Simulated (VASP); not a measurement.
# GeW (NiAs type) (P6_3/mmc) in VASP: notebook

GeW (NiAs type) is run at these levels: PBE; tasks: single point.

Everything below comes from runs of VASP 6.6.1. Logs are shortened: lines on timing, memory, paths and dates and some standing lists are left out, and cuts for length are marked.

### Step 1. The cell of the first run

It takes space group P6_3/mmc (No. 194, hexagonal). Conventional cell: a = 2.354 Å, b = 2.354 Å, c = 6.919 Å, α = 90.00°, β = 90.00°, γ = 120.00°. Within 2.9 Å of W (site symmetry -3m) lie 6 Ge at 2.20 Å and 6 W at 2.35 Å. Within 2.9 Å of Ge (site symmetry -6m2) lie 6 W at 2.20 Å and 6 Ge at 2.35 Å.

### Step 2. Single point, PBE

Input file INCAR:

```
SYSTEM = GeW
PREC = Accurate ; ENCUT = 520
EDIFF = 1E-6 ; ISMEAR = -1
SIGMA = 0.05 ; LREAL = .False.
LASPH = .True. ; NELM = 100
ALGO = Normal ; ISIF = 2
LWAVE = .False. ; LCHARG = .False.
GGA = PE ; NBANDS = 36
```

Input file KPOINTS:

```
Automatic mesh
0
Gamma
  12 12 7
  0 0 0
```

Input file POSCAR:

```
GeW
1.0
    2.3537584126      0.0000000000      0.0000000000
   -1.1768792063      2.0384145797      0.0000000000
    0.0000000000      0.0000000000      6.9187941017
W Ge
2 2
Direct
    0.0000000000      0.0000000000      0.0000000000
    0.0000000000      0.0000000000      0.5000000000
    0.3333333333      0.6666666667      0.2500000000
    0.6666666667      0.3333333333      0.7500000000
```

Potentials or basis: VASP PAW PBE potentials, release 64 (W_sv, Ge_d).

Command:

```sh
> cat potpaw_PBE.64/W_sv/POTCAR potpaw_PBE.64/Ge_d/POTCAR > POTCAR
> mpirun -np 1 vasp_std > vasp.out
```

OUTCAR:

```text
SYSTEM = GeW
   PREC = Accurate
   ENCUT = 520
   EDIFF = 1E-6
   ISMEAR = -1
   LREAL = .False.
   LASPH = .True.
   NELM = 100
   ISIF = 2
   GGA = PE

 ion  position               nearest neighbor table
   1  0.000  0.000  0.000-   3 2.20   4 2.20   4 2.20   3 2.20   4 2.20   3 2.20   2 3.46   2 3.46

   2  0.000  0.000  0.500-   3 2.20   4 2.20   4 2.20   3 2.20   4 2.20   3 2.20   1 3.46   1 3.46

   3  0.333  0.667  0.250-   1 2.20   2 2.20   1 2.20   2 2.20   1 2.20   2 2.20
   4  0.667  0.333  0.750-   1 2.20   2 2.20   1 2.20   2 2.20   1 2.20   2 2.20

  LATTYP: Found a hexagonal cell.
 ALAT       =     2.3537584126
 C/A-ratio  =     2.9394665420

  Lattice vectors:

 A1 = (   2.3537584126,   0.0000000000,   0.0000000000)
 A2 = (  -1.1768792063,   2.0384145797,   0.0000000000)
 A3 = (   0.0000000000,   0.0000000000,   6.9187941017)

Analysis of symmetry for initial positions (statically):
=====================================================================
 Subroutine PRICEL returns:
 Original cell was already a primitive cell.

 Routine SETGRP: Setting up the symmetry group for a
 hexagonal supercell.

 Subroutine GETGRP returns: Found 24 space group operations
 (whereof 12 operations were pure point group operations)
 out of a pool of 24 trial point group operations.

The static configuration has the point symmetry D_3d.
 The point group associated with its full space group is D_6h.

Analysis of symmetry for dynamics (positions and initial velocities):
=====================================================================
 Subroutine PRICEL returns:
 Original cell was already a primitive cell.

 Routine SETGRP: Setting up the symmetry group for a
 hexagonal supercell.

 Subroutine GETGRP returns: Found 24 space group operations
 (whereof 12 operations were pure point group operations)
 out of a pool of 24 trial point group operations.

The dynamic configuration has the point symmetry D_3d.
 The point group associated with its full space group is D_6h.

 Subroutine INISYM returns: Found 24 space group operations
 (whereof 12 operations are pure point group operations),
 and found     1 'primitive' translations

----------------------------------------------------------------------------------------

                                     Primitive cell

  volume of cell :      33.1959
[... 85 lines left out ...]
   ISTART =      0    job   : 0-new  1-cont  2-samecut
   ICHARG =      2    charge: 1-file 2-atom 10-const
   ISPIN  =      1    spin polarized calculation?
   LNONCOLLINEAR =      F non collinear calculations
   LSORBIT =      F    spin-orbit coupling
   LASPH  =      T    aspherical Exc in radial PAW
   ENCUT  =  520.0 eV  38.22 Ry    6.18 a.u.   4.38  4.38 12.86*2*pi/ulx,y,z
   NELM   =    100;   NELMIN=  2; NELMDL= -5     # of ELM steps
   EDIFF  = 0.1E-05   stopping-criterion for ELM
   LREAL  =      F    real-space projection
   EDIFFG = 0.1E-04   stopping-criterion for IOM
   NSW    =      0    number of steps for IOM
   IBRION =     -1    ionic relax: 0-MD 1-quasi-New 2-CG
   NFREE  =      0    steps in history (QN), initial steepest desc. (CG)
   ISIF   =      2    stress and relaxation
   ISYM   =      2    0-nonsym 1-usesym 2-fastsym
   POTIM  = 0.5000    time-step for ionic-motion
   TEBEG  =    0.0;   TEEND  =   0.0 temperature during run
   PSTRESS=    0.0 pullay stress
   NELECT =      56.0000    total number of electrons
   NUPDOWN=      -1.0000    fix difference up-down
   EMIN   =  10.00;   EMAX   =-10.00  energy-range for DOS
   EFERMI =   0.00;   METHOD = LEGACY
   ISMEAR =    -1;   SIGMA  =   0.05  broadening in eV -4-tet -1-fermi 0-gaus
   EFERMI_NEDOS =   21; number of points for ismear=-14 and -15
   IALGO  =     38    algorithm
   IMIX   =      4    mixing-type and parameters
     AMIX     =   0.40;   BMIX     =  1.00
     AMIX_MAG =   1.60;   BMIX_MAG =  1.00
  volume/ion in A,a.u.               =       8.30        56.00
  Fermi-wavevector in a.u.,A,eV,Ry     =   1.948839  3.682771 51.674552  3.797972
  Thomas-Fermi vector in A             =   2.976746
   LORBIT       =      0    0 simple, 1 ext, 2 COOP (PROOUT), +10 PAW based schemes
   GGA     = PE    functional components
   LHFCALC =     F    Hartree Fock is set to
   AEXX    =    0.0000 exact exchange contribution
   IVDW    =     0    specifies the selected vdW correction
   LEPSILON=     F    determine dielectric tensor
   LRPA    =     F    only Hartree local field effects (RPA)
 non-spin polarized calculation
  energy-cutoff  :      520.00
  volume of cell :       33.20
 maximum number of plane-waves:       932
 NGX is ok and might be reduce to    18
   NGX =  9   NGY =  9   NGZ = 25

 number of electron      56.0000009 magnetization

 Free energy of the ion-electron system (eV)
  ---------------------------------------------------
  ext. energy  EPLUGINS =         0.00000000
  ---------------------------------------------------
  free energy    TOTEN  =        -5.47463144 eV

  energy without entropy =       -5.46454654  energy(sigma->0) =       -5.46958899

 E-fermi :  21.7110     XC(G=0): -16.9702

 val. band max:       21.6609068497   @ k =   0.1667   0.0000   0.2857
 cond. band min:      21.7255924694   @ k =   0.4167   0.1667   0.1429
 fundamental gap:      0.0646856197
 Fermi energy:        21.7109567225

 k-point     1 :       0.0000    0.0000    0.0000
  band No.  band energies     occupation
      1     -52.4802      2.00000
      2     -52.4695      2.00000
      3     -18.4379      2.00000
      4     -18.0283      2.00000
      5     -14.6447      2.00000
      6     -14.6447      2.00000
[... 925 lines left out ...]
     35      30.7100      0.00000
     36      32.0958      0.00000

 [... further k-points ...]
[... 5 lines left out ...]
  --------------------------------------------------------------------------------------
  -------------------------------------------------------------------------------------
  Total      110.3530331    110.3530331    110.0057509     -0.0000000     -0.0000000      0.0000000
  in kB     5326.1089772   5326.1089773   5309.3476513     -0.0000000     -0.0000000      0.0000000
  external PRESSURE =    5320.5218686 kB  Pullay stress =       0.0000000 kB

 VOLUME and BASIS-vectors are now :
 -----------------------------------------------------------------------------
  energy-cutoff  :      520.00
  volume of cell :       33.20
      direct lattice vectors                 reciprocal lattice vectors
     2.353758413  0.000000000  0.000000000     0.424852438  0.245288669  0.000000000
    -1.176879206  2.038414580  0.000000000     0.000000000  0.490577339  0.000000000
     0.000000000  0.000000000  6.918794102     0.000000000  0.000000000  0.144533857

 POSITION                                       TOTAL-FORCE (eV/Angst)
 -----------------------------------------------------------------------------------
      0.00000      0.00000      0.00000        -0.000000      0.000000      0.000000
      0.00000      0.00000      3.45940        -0.000000      0.000000      0.000000
     -0.00000      1.35894      1.72970         0.000000     -0.000000     -0.000000
      1.17688      0.67947      5.18910        -0.000000      0.000000      0.000000
 -----------------------------------------------------------------------------------
    total drift:                                0.000000     -0.000000      0.000000

  FREE ENERGIE OF THE ION-ELECTRON SYSTEM (eV)
  ---------------------------------------------------
  free  energy   TOTEN  =        -5.4746314367 eV

  energy  without entropy=       -5.4645465445  energy(sigma->0) =       -5.46958899
```

stdout:

```text
POSCAR found type information on POSCAR W Ge
 POSCAR found :  2 types and       4 ions
 scaLAPACK will be used
 LDA part: xc-table for (Slater+PW92), standard interpolation
 POSCAR, INCAR and KPOINTS ok, starting setup
 FFT: planning ... GRIDC
 FFT: planning ... GRID_SOFT
 FFT: planning ... GRID
 WAVECAR not read
 entering main loop
```

Run time: 63 s. Hardware: 1 thread of Intel Xeon Platinum 8375C at 2.90GHz (Ice Lake), shared host; peak memory 0.2 GiB.

Results:

- Free energy: -5.4746 eV
- Pressure: 532.1 GPa
- Band gap on the k mesh: zero (band 28 reaches 22.61 eV, above the bottom of band 29 at 20.60 eV)

Caveat: spin-orbit coupling is left out, which moves the levels of the heavy elements.

### Step 3. Single point, PBE

Input file INCAR:

```
PREC = Accurate
ENCUT = 520
EDIFF = 1E-6
ISMEAR = -1
SIGMA = 0.05
LREAL = False
LASPH = True
NELM = 100
ALGO = Normal
ISIF = 2
LWAVE = False
LCHARG = False
GGA = PE
NBANDS = 36
```

Input file KPOINTS:

```
regular mesh
0
Gamma
  12 12 7
```

Changes to POSCAR since step 2:

```diff
@@ -4,3 +4,3 @@
    -1.1768792063      2.0384145797      0.0000000000
-    0.0000000000      0.0000000000      6.9187941017
+    0.0000000000      0.0000000000      6.9187941016
 W Ge
```

Potentials or basis: VASP PAW PBE potentials, release 64 (W_sv, Ge_d).

Command:

```sh
> cat potpaw_PBE.64/W_sv/POTCAR potpaw_PBE.64/Ge_d/POTCAR > POTCAR
> mpirun -np 1 vasp_std > vasp.out
```

It took 64 s on 1 thread of Intel Xeon Platinum 8375C at 2.90GHz (Ice Lake), shared host; peak memory 0.2 GiB.

Results (log left out):

| Property | Result |
| --- | --- |
| Free energy | -5.4746 eV |
| Pressure | 532.1 GPa |
| Band gap on the k mesh | zero (band 28 reaches 22.61 eV, above the bottom of band 29 at 20.60 eV) |

Stress tensor (GPa, compression positive):
```
532.61   0.00   0.00
  0.00 532.61   0.00
  0.00   0.00 530.93
```

Levels at points of the mesh, in eV from the Fermi level:
| k point | band 24 | band 25 | band 26 | band 27 | band 28 | band 29 | band 30 | band 31 | band 32 | band 33 |
| --- | --- | --- | --- | --- | --- | --- | --- | --- | --- | --- |
| (0.00, 0.00, 0.00) | -3.04 | -2.62 | -2.62 | -2.15 | -2.15 | 2.77 | 2.77 | 3.62 | 3.62 | 9.58 |
| (0.50, 0.00, 0.00) | -8.42 | -7.43 | -2.00 | -1.02 | 0.37 | 1.04 | 4.83 | 6.00 | 6.50 | 8.56 |

Caveat: spin-orbit coupling is left out, which moves the levels of the heavy elements.
